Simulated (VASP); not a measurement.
AlSi16 (a cell with a defect), 17 atoms in the cell. The cell holds a defect, 17 atoms: a = 7.679 Å, b = 7.679 Å, c = 7.679 Å, α = 60.00°, β = 60.00°, γ = 60.00°. 

| Item | Value |
| --- | --- |
| Program | VASP 6.6.1 |
| Task | single point |
| Functional | PBE |
| Potentials or basis | VASP PAW PBE potentials, release 64 (Si, Al) |
| Cutoff | 520 eV |
| k mesh | 2 × 2 × 2 |
| Occupations | gaussian, width 0.05 eV |
| Spin | collinear spin, zero start |
| Starting moments | [0.0, 0.0, 0.0, 0.0, 0.0, 0.0, 0.0, 0.0, 0.0, 0.0, 0.0, 0.0, 0.0, 0.0, 0.0, 0.0, 0.0] μB |
| Dipole correction | no |
| Further INCAR settings | LREAL = Auto; ALGO = Normal; EDIFF = 1e-06; NBANDS = 52 |

Potentials or basis: VASP PAW PBE potentials, release 64 (Si, Al).

Command:

```sh
$ cat potpaw_PBE.64/Si/POTCAR potpaw_PBE.64/Al/POTCAR > POTCAR
$ mpirun -np 1 vasp_std > vasp.out
```

Hardware: 1 thread of Intel(R) Xeon(R) Platinum 8259CL CPU @ 2.50GHz (Skylake/Cascade Lake), with other jobs on the host.

**Question.** How long does it take, and how much memory?

**Answer.** Wall time 6.8 min on 1 thread of Intel(R) Xeon(R) Platinum 8259CL CPU @ 2.50GHz (Skylake/Cascade Lake), with other jobs on the host, peak memory 0.67 GiB. Counts: scf iterations 15, k points 6.
